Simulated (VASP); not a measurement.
# BAs (I-4m2) in VASP: further runs

The runs below take BAs through single point, with HSE06, r2SCAN.

All numbers are computed with VASP 6.6.1; they aren't measurements. Logs are shortened: lines on timing, memory, paths and dates and some standing lists are left out, and cuts for length are marked.

**1. The cell of the first run**

The structure is tetragonal, space group I-4m2 (No. 119). Conventional cell: a = 3.383 Å, b = 3.383 Å, c = 4.736 Å, α = 90.00°, β = 90.00°, γ = 90.00°. Within 2.7 Å of B (site symmetry -4m2) lie 4 As at 2.06 Å. Within 2.7 Å of As (site symmetry -4m2) lie 4 B at 2.06 Å.

**2. Single point, HSE06 (uniaxial z strain -1.0%)**

File POSCAR:

```
BAs
1.0
    0.0000000000      2.3918676041      2.3679489280
    2.3918676041      0.0000000000      2.3679489280
    2.3918676041      2.3918676041      0.0000000000
B As
1 1
Direct
    0.0000000000      0.0000000000      0.0000000000
    0.2500000000      0.2500000000      0.2500000000
```

File INCAR.step1:

```
PREC = Accurate
ENCUT = 520
EDIFF = 1E-5
ISMEAR = 0
SIGMA = 0.01
LREAL = F
LASPH = T
NELM = 80
ALGO = Normal
ISIF = 2
LWAVE = T
NBANDS = 11
GGA = PE
```

File INCAR.step2:

```
PREC = Accurate
ENCUT = 520
EDIFF = 1E-7
ISMEAR = 0
SIGMA = 0.01
LREAL = F
LASPH = T
NELM = 80
ALGO = Normal
ISIF = 2
LWAVE = F
LCHARG = T
GGA = PE
LHFCALC = T
HFSCREEN = 0.2079
PRECFOCK = Normal
LELF = T
LVHAR = T
NBANDS = 11
ISTART = 1
```

File KPOINTS:

```
regular mesh
0
Gamma
  6 6 6
```

Potentials or basis: VASP PAW PBE potentials, release 64 (B, As).

Command:

```
cat potpaw_PBE.64/B/POTCAR potpaw_PBE.64/As/POTCAR > POTCAR
cp INCAR.step1 INCAR
mpirun -np 1 vasp_std > vasp.out
cp INCAR.step2 INCAR
mpirun -np 1 vasp_std > vasp.out
```

OUTCAR:

```text
PREC = Accurate
   ENCUT = 520
   EDIFF = 1E-7
   ISMEAR = 0
   LREAL = F
   LASPH = T
   NELM = 80
   ISIF = 2
   GGA = PE
   LHFCALC = T
   HFSCREEN = 0.2079
   PRECFOCK = Normal
   ISTART = 1

 ion  position               nearest neighbor table
   1  0.000  0.000  0.000-   2 2.06   2 2.06   2 2.06   2 2.06
   2  0.250  0.250  0.250-   1 2.06   1 2.06   1 2.06   1 2.06

  LATTYP: Found a body centered tetragonal cell.
 ALAT       =     3.3826116051
 C/A-ratio  =     1.4000714267

  Lattice vectors:

 A1 = (   0.0000000000,  -2.3918676041,  -2.3679489280)
 A2 = (   0.0000000000,   2.3918676041,  -2.3679489280)
 A3 = (   2.3918676041,   0.0000000000,   2.3679489280)

Analysis of symmetry for initial positions (statically):
=====================================================================
 Subroutine PRICEL returns:
 Original cell was already a primitive cell.

 Routine SETGRP: Setting up the symmetry group for a
 body centered tetragonal supercell.

 Subroutine GETGRP returns: Found  8 space group operations
 (whereof  8 operations were pure point group operations)
 out of a pool of 16 trial point group operations.

The static configuration has the point symmetry D_2d.

Analysis of symmetry for dynamics (positions and initial velocities):
=====================================================================
 Subroutine PRICEL returns:
 Original cell was already a primitive cell.

 Routine SETGRP: Setting up the symmetry group for a
 body centered tetragonal supercell.

 Subroutine GETGRP returns: Found  8 space group operations
 (whereof  8 operations were pure point group operations)
 out of a pool of 16 trial point group operations.

The dynamic configuration has the point symmetry D_2d.

 Subroutine INISYM returns: Found  8 space group operations
 (whereof  8 operations are pure point group operations),
 and found     1 'primitive' translations

----------------------------------------------------------------------------------------

                                     Primitive cell

  volume of cell :      27.0942

  direct lattice vectors                    reciprocal lattice vectors
     0.000000000  2.391867604  2.367948928    -0.209041671  0.209041671  0.211153203
     2.391867604  0.000000000  2.367948928     0.209041671 -0.209041671  0.211153203
     2.391867604  2.391867604  0.000000000     0.209041671  0.209041671 -0.211153203

  length of vectors
[... 99 lines left out ...]
   IALGO  =     38    algorithm
   IMIX   =      1    mixing-type and parameters
     AMIX     =   0.40;   BMIX     =  1.00
     AMIX_MAG =   1.60;   BMIX_MAG =  1.00
  volume/ion in A,a.u.               =      13.55        91.42
  Fermi-wavevector in a.u.,A,eV,Ry     =   1.090133  2.060052 16.169013  1.188389
  Thomas-Fermi vector in A             =   2.226351
   LORBIT       =      0    0 simple, 1 ext, 2 COOP (PROOUT), +10 PAW based schemes
   GGA     = PE    functional components
   LHFCALC =     T    Hartree Fock is set to
   PRECFOCK=normal    Normal, Fast or Accurate (Low or Medium for compatibility)
   ENCUT4O =  -1.0   cutoff for four orbital integrals eV
   NKREDX  =     1    reduce k-point grid by
   NKREDY  =     1    reduce k-point grid by
   NKREDZ  =     1    reduce k-point grid by
   AEXX    =    0.2500 exact exchange contribution
   HFSCREEN=    0.2079 screening length (either q_TF or 0.3 A-1)
   HFSCREENC=   0.2079 screening length for correlation (either q_TF or 0.3 A-1)
   ENCUTFOCK=  -1.0 apply spherical cutoff to Coloumb kernel
   IVDW    =     0    specifies the selected vdW correction
   LEPSILON=     F    determine dielectric tensor
   LRPA    =     F    only Hartree local field effects (RPA)
 non-spin polarized calculation
 Gauss-broadening in eV      SIGMA  =   0.01
  energy-cutoff  :      520.00
  volume of cell :       27.09
 maximum number of plane-waves:       748
 NGX is ok and might be reduce to    28
  NGX = 20; NGY = 20; NGZ = 20

 number of electron       8.0000000 magnetization

 Free energy of the ion-electron system (eV)
  ---------------------------------------------------
  ext. energy  EPLUGINS =         0.00000000
  ---------------------------------------------------
  free energy    TOTEN  =       -13.24140597 eV

  energy without entropy =      -13.24140597  energy(sigma->0) =      -13.24140597

 E-fermi :   5.9299     XC(G=0):  -8.7797

 val. band max:        5.8471082759   @ k =   0.0000   0.0000   0.0000
 cond. band min:       7.6307079151   @ k =   0.3333   0.3333   0.0000
 fundamental gap:      1.7835996392
 Fermi energy:         5.9299143141

 k-point     1 :       0.0000    0.0000    0.0000
  band No.  band energies     occupation
      1     -11.2308      2.00000
      2       5.7451      2.00000
      3       5.7451      2.00000
      4       5.8471      2.00000
      5       9.8567      0.00000
      6       9.9230      0.00000
      7       9.9230      0.00000
      8      11.7344      0.00000
      9      16.4347      0.00000
     10      19.7103      0.00000
     11      19.9909      0.00000
[... 309 lines left out ...]
 k-point    24 :       0.5000    0.0000    0.3333
  band No.  band energies     occupation
      1      -7.1899      2.00000
      2      -2.7987      2.00000
      3       0.3048      2.00000
      4       1.7898      2.00000
      5       8.3579      0.00000
      6      10.5617      0.00000
      7      16.4701      0.00000
      8      16.7751      0.00000
      9      19.5784      0.00000
     10      22.6881      0.00000
     11      23.6940      0.00000

 [... further k-points ...]

------------------------ aborting loop because EDIFF is reached ----------------------------------------

  FORCE on cell =-STRESS in cart. coord.  units (eV):
  Direction    XX          YY          ZZ          XY          YZ          ZX
  --------------------------------------------------------------------------------------
  -------------------------------------------------------------------------------------
  Total       -0.0752099     -0.0752099      0.3003818      0.0000000     -0.0000000      0.0000000
  in kB       -4.4474291     -4.4474291     17.7626428      0.0000000     -0.0000000      0.0000000
  external PRESSURE =       2.9559282 kB  Pullay stress =       0.0000000 kB

 VOLUME and BASIS-vectors are now :
 -----------------------------------------------------------------------------
  energy-cutoff  :      520.00
  volume of cell :       27.09
      direct lattice vectors                 reciprocal lattice vectors
     0.000000000  2.391867604  2.367948928    -0.209041671  0.209041671  0.211153203
     2.391867604  0.000000000  2.367948928     0.209041671 -0.209041671  0.211153203
     2.391867604  2.391867604  0.000000000     0.209041671  0.209041671 -0.211153203

 POSITION                                       TOTAL-FORCE (eV/Angst)
 -----------------------------------------------------------------------------------
      0.00000      0.00000      0.00000        -0.000000     -0.000000      0.000000
      1.19593      1.19593      1.18397         0.000000      0.000000     -0.000000
 -----------------------------------------------------------------------------------
    total drift:                               -0.000000     -0.000000      0.000000

  FREE ENERGIE OF THE ION-ELECTRON SYSTEM (eV)
  ---------------------------------------------------
  free  energy   TOTEN  =       -13.2414059741 eV

  energy  without entropy=      -13.2414059741  energy(sigma->0) =      -13.24140597
```

OUTCAR.step1:

```text
PREC = Accurate
   ENCUT = 520
   EDIFF = 1E-5
   ISMEAR = 0
   LREAL = F
   LASPH = T
[... 558 lines left out ...]
 -----------------------------------------------------------------------------------
      0.00000      0.00000      0.00000        -0.000000     -0.000000     -0.000000
      1.19593      1.19593      1.18397         0.000000      0.000000      0.000000
 -----------------------------------------------------------------------------------
    total drift:                               -0.000000     -0.000000     -0.000000

  FREE ENERGIE OF THE ION-ELECTRON SYSTEM (eV)
  ---------------------------------------------------
  free  energy   TOTEN  =       -11.3826103483 eV

  energy  without entropy=      -11.3826103483  energy(sigma->0) =      -11.38261035
```

OSZICAR.step1:

```text
N       E                     dE             d eps       ncg     rms          rms(c)
DAV:   1     0.118225621363E+02    0.11823E+02   -0.37491E+03   660   0.639E+02
DAV:   2    -0.113203981452E+02   -0.23143E+02   -0.21924E+02   881   0.104E+02
DAV:   3    -0.120366619947E+02   -0.71626E+00   -0.71436E+00   804   0.169E+01
DAV:   4    -0.120384638042E+02   -0.18018E-02   -0.18017E-02   746   0.101E+00
DAV:   5    -0.120384666073E+02   -0.28031E-05   -0.28031E-05   791   0.413E-02    0.498E+00
DAV:   6    -0.114507046765E+02    0.58776E+00   -0.16100E+00   708   0.518E+00    0.242E+00
DAV:   7    -0.113890767387E+02    0.61628E-01   -0.19844E-01   768   0.219E+00    0.993E-01
DAV:   8    -0.113821301436E+02    0.69466E-02   -0.20762E-02   729   0.822E-01    0.995E-02
DAV:   9    -0.113824448747E+02   -0.31473E-03   -0.78046E-04   765   0.162E-01    0.596E-02
DAV:  10    -0.113826046442E+02   -0.15977E-03   -0.19618E-04   692   0.858E-02    0.122E-02
DAV:  11    -0.113826103483E+02   -0.57042E-05   -0.51877E-06   757   0.154E-02
   1 F= -.11382610E+02 E0= -.11382610E+02  d E =-.334204E-18
```

Run time: 39 min. Hardware: 1 thread of Intel Xeon 8259CL, shared host; peak memory 0.24 GiB.

Results:

```yaml
Free_energy: -13.2414 eV
Pressure: 0.3 GPa
Band_gap_on_the_k_mesh: 1.78 eV (least direct gap 4.01 eV)
```

Levels at points of the mesh, in eV from the valence-band top:
| k point | band 1 | band 2 | band 3 | band 4 | band 5 | band 6 | band 7 | band 8 |
| --- | --- | --- | --- | --- | --- | --- | --- | --- |
| (0.00, 0.00, 0.00) | -17.08 | -0.10 | -0.10 | 0.00 | 4.01 | 4.08 | 4.08 | 5.89 |
| (0.50, 0.00, 0.00) | -13.86 | -9.81 | -2.13 | -2.00 | 3.52 | 5.59 | 5.69 | 9.96 |
| (0.50, 0.50, 0.00) | -12.29 | -9.53 | -4.62 | -4.62 | 1.92 | 1.99 | 12.93 | 12.93 |
| (0.50, 0.00, 0.50) | -12.38 | -9.61 | -4.53 | -4.51 | 2.04 | 2.12 | 12.84 | 13.01 |

Caveat: the cell differs from its parent crystal (uniaxial z strain -1.0%); the PAW data sets were made with another functional, which shifts forces and pressure a little. A k mesh can miss the band edges.

[end of part 1 of 2]
